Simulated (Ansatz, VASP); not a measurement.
# Os: VASP beside Ansatz

```
CELL_PARAMETERS angstrom
0.00000 2.00335 1.88665
2.00335 0.00000 1.88665
2.00335 2.00335 0.00000
ATOMIC_POSITIONS crystal
Os 0.00000 0.00000 0.00000
```

Change from the starting cell: strain +0.030 along x and y, -0.030 along z, atoms carried along.

Alike in both runs: task single point; functional r2SCAN; k mesh 20 × 20 × 20; occupations gaussian, width 0.15 eV; no spin polarisation.

|  | VASP | Ansatz |
| --- | --- | --- |
| version | VASP 6.6.1 | Ansatz 0.2.0 |
| potentials or method | VASP PAW PBE potentials, release 64 (Os), cutoff 520 eV | scalar-relativistic, plane waves, PAW |
| valence electrons in the cell | 8 | 16 |

```tsv
	VASP	Ansatz	Ansatz less VASP
gap on the k mesh at the Fermi level (eV)	none	none	-
pressure (GPa)	-24.9	-25.3	-0.36
traceless stress, the component that is largest in VASP (GPa)	12.27	12.40	+0.127
```

VASP's potentials were made for PBE, not for r2SCAN. A gap of «none» marks a metal or a gap that the smearing closes. With one functional, cell and mesh, what is left measures potentials, basis and numerics. VASP's potentials hold 8 valence electrons a cell and Ansatz's 16, so a difference there can come from the potentials and not from the codes.

Neither program's run includes spin-orbit coupling.
